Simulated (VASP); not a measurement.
# BN (zinc blende) (F-43m) in VASP: further runs

BN (zinc blende) is run at these levels: LDA; tasks: single point.

Program: VASP 6.6.1. These are calculated values, not measurements. Logs are shortened: lines on timing, memory, paths and dates and some standing lists are left out, and cuts for length are marked.

**1. The cell of the first run**

Symmetry: F-43m, No. 216, cubic system. Conventional cell: a = 3.399 Å, b = 3.399 Å, c = 3.399 Å, α = 90.00°, β = 90.00°, γ = 90.00°. Within 2.0 Å of B (site symmetry -43m) lie 4 N at 1.47 Å. Within 2.0 Å of N (site symmetry -43m) lie 4 B at 1.47 Å.

**2. Single point, LDA (volume scaled by 0.831)**

Contents of INCAR:

```
SYSTEM = BN
ALGO     = Normal         ! electronic algorithm
EDIFF    = 1E-6           ! SCF threshold, eV
ENCUT    = 600            ! plane-wave cutoff, eV
GGA_COMPAT= .FALSE.      
ISIF     = 2              ! what is computed and relaxed
ISMEAR   = 0              ! smearing method
LASPH    = .TRUE.         ! aspherical terms in the spheres
LCHARG   = .TRUE.         ! write CHGCAR
LELF     = .TRUE.         ! ELF
LREAL    = .FALSE.        ! projectors in reciprocal space
LVHAR    = .TRUE.       
LWAVE    = .FALSE.        ! write WAVECAR
NBANDS   = 11             ! bands
NELM     = 120            ! most SCF steps
PREC     = Accurate       ! precision mode
SIGMA    = 0.01           ! smearing width, eV
```

Contents of KPOINTS:

```
k-points
0
G
  10 10 10
  0 0 0
```

Contents of POSCAR:

```
BN
1.0
    0.0000000000      1.6994276261      1.6994276261
    1.6994276261      0.0000000000      1.6994276261
    1.6994276261      1.6994276261      0.0000000000
B N
1 1
Direct
    0.0000000000      0.0000000000      0.0000000000
    0.2500000000      0.2500000000      0.2500000000
```

Potentials or basis: VASP PAW LDA potentials, release 64 (B, N).

Started as:

```bash
cat potpaw_LDA.64/B/POTCAR potpaw_LDA.64/N/POTCAR > POTCAR
mpirun -np 1 vasp_std > vasp.out
```

OUTCAR:

```text
SYSTEM = BN
   EDIFF = 1E-6
   ENCUT = 600
   ISIF = 2
   ISMEAR = 0
   LASPH = .TRUE.
   LREAL = .FALSE.
   NELM = 120
   PREC = Accurate

 ion  position               nearest neighbor table
   1  0.000  0.000  0.000-   2 1.47   2 1.47   2 1.47   2 1.47
   2  0.250  0.250  0.250-   1 1.47   1 1.47   1 1.47   1 1.47

  LATTYP: Found a face centered cubic cell.
 ALAT       =     3.3988552522

  Lattice vectors:

 A1 = (   0.0000000000,   1.6994276261,   1.6994276261)
 A2 = (   1.6994276261,   0.0000000000,   1.6994276261)
 A3 = (   1.6994276261,   1.6994276261,   0.0000000000)

Analysis of symmetry for initial positions (statically):
=====================================================================
 Subroutine PRICEL returns:
 Original cell was already a primitive cell.

 Routine SETGRP: Setting up the symmetry group for a
 face centered cubic supercell.

 Subroutine GETGRP returns: Found 24 space group operations
 (whereof 24 operations were pure point group operations)
 out of a pool of 48 trial point group operations.

The static configuration has the point symmetry T_d .

Analysis of symmetry for dynamics (positions and initial velocities):
=====================================================================
 Subroutine PRICEL returns:
 Original cell was already a primitive cell.

 Routine SETGRP: Setting up the symmetry group for a
 face centered cubic supercell.

 Subroutine GETGRP returns: Found 24 space group operations
 (whereof 24 operations were pure point group operations)
 out of a pool of 48 trial point group operations.

The dynamic configuration has the point symmetry T_d .

 Subroutine INISYM returns: Found 24 space group operations
 (whereof 24 operations are pure point group operations),
 and found     1 'primitive' translations

----------------------------------------------------------------------------------------

                                     Primitive cell

  volume of cell :       9.8161

  direct lattice vectors                    reciprocal lattice vectors
     0.000000000  1.699427626  1.699427626    -0.294216707  0.294216707  0.294216707
     1.699427626  0.000000000  1.699427626     0.294216707 -0.294216707  0.294216707
     1.699427626  1.699427626  0.000000000     0.294216707  0.294216707 -0.294216707

  length of vectors
     2.403353597  2.403353597  2.403353597     0.509598285  0.509598285  0.509598285

  position of ions in fractional coordinates (direct lattice)
     0.000000000  0.000000000  0.000000000
     0.250000000  0.250000000  0.250000000

  ion indices of the primitive-cell ions
   primitive index   ion index
                 1           1
                 2           2

----------------------------------------------------------------------------------------

 KPOINTS: k-points

Automatic generation of k-mesh.
 Grid dimensions read from file:
 generate k-points for:   10   10   10

 Generating k-lattice:

  Cartesian coordinates                     Fractional coordinates (reciprocal lattice)
    -0.029421671  0.029421671  0.029421671     0.100000000  0.000000000  0.000000000
     0.029421671 -0.029421671  0.029421671     0.000000000  0.100000000  0.000000000
     0.029421671  0.029421671 -0.029421671     0.000000000  0.000000000  0.100000000

  Length of vectors
     0.050959829  0.050959829  0.050959829

  Shift w.r.t. Gamma in fractional coordinates (k-lattice)
     0.000000000  0.000000000  0.000000000

 Subroutine IBZKPT returns following result:
 ===========================================

 Found     47 irreducible k-points:

 Following reciprocal coordinates:
            Coordinates               Weight
  0.000000  0.000000  0.000000      1.000000
  0.100000  0.000000  0.000000      8.000000
  0.200000  0.000000  0.000000      8.000000
  0.300000  0.000000  0.000000      8.000000
  0.400000  0.000000  0.000000      8.000000
  0.500000  0.000000  0.000000      4.000000
[... 16 lines left out ...]
  0.300000  0.300000  0.000000      6.000000
  0.400000  0.300000  0.000000     24.000000
 [... further k-points ...]
   k-points           NKPTS =     47   k-points in BZ     NKDIM =     47   number of bands    NBANDS=     11
   number of dos      NEDOS =    301   number of ions     NIONS =      2
   total plane-waves  NPLWV =   8000
   dimension x,y,z NGX =    20 NGY =   20 NGZ =   20
   dimension x,y,z NGXF=    40 NGYF=   40 NGZF=   40
   ions per type =               1   1
   NGX,Y,Z   is equivalent  to a cutoff of  13.83, 13.83, 13.83 a.u.
   NGXF,Y,Z  is equivalent  to a cutoff of  27.67, 27.67, 27.67 a.u.
 SYSTEM =  BN
   PREC   = accura    normal or accurate (medium, high low for compatibility)
   ISTART =      0    job   : 0-new  1-cont  2-samecut
   ICHARG =      2    charge: 1-file 2-atom 10-const
   ISPIN  =      1    spin polarized calculation?
   LNONCOLLINEAR =      F non collinear calculations
   LSORBIT =      F    spin-orbit coupling
   LASPH  =      T    aspherical Exc in radial PAW
   ENCUT  =  600.0 eV  44.10 Ry    6.64 a.u.   4.80  4.80  4.80*2*pi/ulx,y,z
   NELM   =    120;   NELMIN=  2; NELMDL= -5     # of ELM steps
   EDIFF  = 0.1E-05   stopping-criterion for ELM
   LREAL  =      F    real-space projection
   EDIFFG = 0.1E-04   stopping-criterion for IOM
   NSW    =      0    number of steps for IOM
   IBRION =     -1    ionic relax: 0-MD 1-quasi-New 2-CG
   NFREE  =      0    steps in history (QN), initial steepest desc. (CG)
   ISIF   =      2    stress and relaxation
   ISYM   =      2    0-nonsym 1-usesym 2-fastsym
   POTIM  = 0.5000    time-step for ionic-motion
   TEBEG  =    0.0;   TEEND  =   0.0 temperature during run
   PSTRESS=    0.0 pullay stress
   NELECT =       8.0000    total number of electrons
   NUPDOWN=      -1.0000    fix difference up-down
   EMIN   =  10.00;   EMAX   =-10.00  energy-range for DOS
   EFERMI =   0.00;   METHOD = LEGACY
   ISMEAR =     0;   SIGMA  =   0.01  broadening in eV -4-tet -1-fermi 0-gaus
   EFERMI_NEDOS =   21; number of points for ismear=-14 and -15
   IALGO  =     38    algorithm
   IMIX   =      4    mixing-type and parameters
     AMIX     =   0.40;   BMIX     =  1.00
     AMIX_MAG =   1.60;   BMIX_MAG =  1.00
  volume/ion in A,a.u.               =       4.91        33.12
  Fermi-wavevector in a.u.,A,eV,Ry     =   1.529181  2.889733 31.815778  2.338394
  Thomas-Fermi vector in A             =   2.636837
   LORBIT       =      0    0 simple, 1 ext, 2 COOP (PROOUT), +10 PAW based schemes
   GGA     = CA    functional components
   LHFCALC =     F    Hartree Fock is set to
   AEXX    =    0.0000 exact exchange contribution
   IVDW    =     0    specifies the selected vdW correction
   LEPSILON=     F    determine dielectric tensor
   LRPA    =     F    only Hartree local field effects (RPA)
 non-spin polarized calculation
 Gauss-broadening in eV      SIGMA  =   0.01
  energy-cutoff  :      600.00
  volume of cell :        9.82
 maximum number of plane-waves:       342
   NGX =  9   NGY =  9   NGZ =  9

 number of electron       8.0000001 magnetization

 Free energy of the ion-electron system (eV)
  ---------------------------------------------------
  ext. energy  EPLUGINS =         0.00000000
  ---------------------------------------------------
  free energy    TOTEN  =       -19.01749095 eV

  energy without entropy =      -19.01749095  energy(sigma->0) =      -19.01749095

 E-fermi :  10.0923     XC(G=0): -14.0176

 val. band max:        9.8843546825   @ k =   0.0000   0.0000   0.0000
 cond. band min:      14.4286942736   @ k =   0.5000   0.5000   0.0000
 fundamental gap:      4.5443395912
 Fermi energy:        10.0922965028

 k-point     1 :       0.0000    0.0000    0.0000
  band No.  band energies     occupation
      1     -12.4357      2.00000
      2       9.8844      2.00000
      3       9.8844      2.00000
      4       9.8844      2.00000
      5      19.4431      0.00000
      6      19.4431      0.00000
      7      19.4431      0.00000
      8      23.4945      0.00000
      9      38.0167      0.00000
     10      40.0555      0.00000
     11      40.0555      0.00000

 k-point     2 :       0.1000    0.0000    0.0000
  band No.  band energies     occupation
      1     -12.1555      2.00000
      2       8.4435      2.00000
      3       9.5704      2.00000
      4       9.5704      2.00000
      5      19.9142      0.00000
      6      19.9142      0.00000
      7      20.0496      0.00000
      8      24.1195      0.00000
      9      36.8673      0.00000
     10      36.9128      0.00000
     11      36.9128      0.00000

 k-point     3 :       0.2000    0.0000    0.0000
  band No.  band energies     occupation
      1     -11.3252      2.00000
      2       5.3530      2.00000
      3       8.8773      2.00000
      4       8.8773      2.00000
      5      20.8563      0.00000
      6      20.8563      0.00000
      7      21.0231      0.00000
      8      25.4183      0.00000
      9      35.2478      0.00000
     10      35.2478      0.00000
     11      35.6735      0.00000

 k-point     4 :       0.3000    0.0000    0.0000
  band No.  band energies     occupation
      1      -9.9901      2.00000
      2       1.9511      2.00000
      3       8.1885      2.00000
      4       8.1885      2.00000
      5      21.4472      0.00000
      6      21.4472      0.00000
      7      21.8631      0.00000
      8      26.3238      0.00000
      9      35.4346      0.00000
     10      35.6865      0.00000
     11      35.6865      0.00000
[... 239 lines left out ...]
 k-point    22 :      -0.2000    0.2000    0.0000
  band No.  band energies     occupation
      1      -9.5486      2.00000
      2       2.9160      2.00000
      3       4.8356      2.00000
      4       8.3257      2.00000
      5      21.6044      0.00000
      6      21.9969      0.00000
      7      23.1145      0.00000
      8      26.2917      0.00000
      9      32.5087      0.00000
     10      34.3336      0.00000
     11      40.5952      0.00000

 k-point    23 :       0.3000    0.3000    0.0000
  band No.  band energies     occupation
      1      -9.1941      2.00000
      2       4.3042      2.00000
      3       5.4329      2.00000
      4       5.4329      2.00000
      5      16.5204      0.00000
      6      21.7449      0.00000
      7      26.6306      0.00000
      8      26.6306      0.00000
      9      31.4660      0.00000
     10      41.3042      0.00000
     11      44.6962      0.00000

 k-point    24 :       0.4000    0.3000    0.0000
  band No.  band energies     occupation
      1      -7.9693      2.00000
      2       2.3872      2.00000
      3       4.4988      2.00000
      4       4.9511      2.00000
      5      16.4056      0.00000
      6      21.5423      0.00000
      7      27.6238      0.00000
      8      27.7751      0.00000
      9      32.4695      0.00000
     10      40.8872      0.00000
     11      44.7779      0.00000

 [... further k-points ...]
[... 5 lines left out ...]
  --------------------------------------------------------------------------------------
  -------------------------------------------------------------------------------------
  Total        5.1879596      5.1879596      5.1879596      0.0000000      0.0000000      0.0000000
  in kB      846.7771930    846.7771930    846.7771930      0.0000000      0.0000000      0.0000000
  external PRESSURE =     846.7771930 kB  Pullay stress =       0.0000000 kB

 VOLUME and BASIS-vectors are now :
 -----------------------------------------------------------------------------
  energy-cutoff  :      600.00
  volume of cell :        9.82
      direct lattice vectors                 reciprocal lattice vectors
     0.000000000  1.699427626  1.699427626    -0.294216707  0.294216707  0.294216707
     1.699427626  0.000000000  1.699427626     0.294216707 -0.294216707  0.294216707
     1.699427626  1.699427626  0.000000000     0.294216707  0.294216707 -0.294216707

 POSITION                                       TOTAL-FORCE (eV/Angst)
 -----------------------------------------------------------------------------------
      0.00000      0.00000      0.00000        -0.000000      0.000000      0.000000
      0.84971      0.84971      0.84971         0.000000     -0.000000     -0.000000
 -----------------------------------------------------------------------------------
    total drift:                               -0.000000     -0.000000      0.000000

  FREE ENERGIE OF THE ION-ELECTRON SYSTEM (eV)
  ---------------------------------------------------
  free  energy   TOTEN  =       -19.0174909478 eV

  energy  without entropy=      -19.0174909478  energy(sigma->0) =      -19.01749095
```

Wall time 11 s (1 thread of Intel Xeon 8259CL, shared host); peak memory 0.12 GiB.

What came out:

```
Free energy            : -19.0175 eV
Pressure               : 84.7 GPa
Band gap on the k mesh : 4.54 eV, indirect (least direct gap 9.56 eV)
```

 A k mesh can miss the band edges.

[end of part 1 of 2]
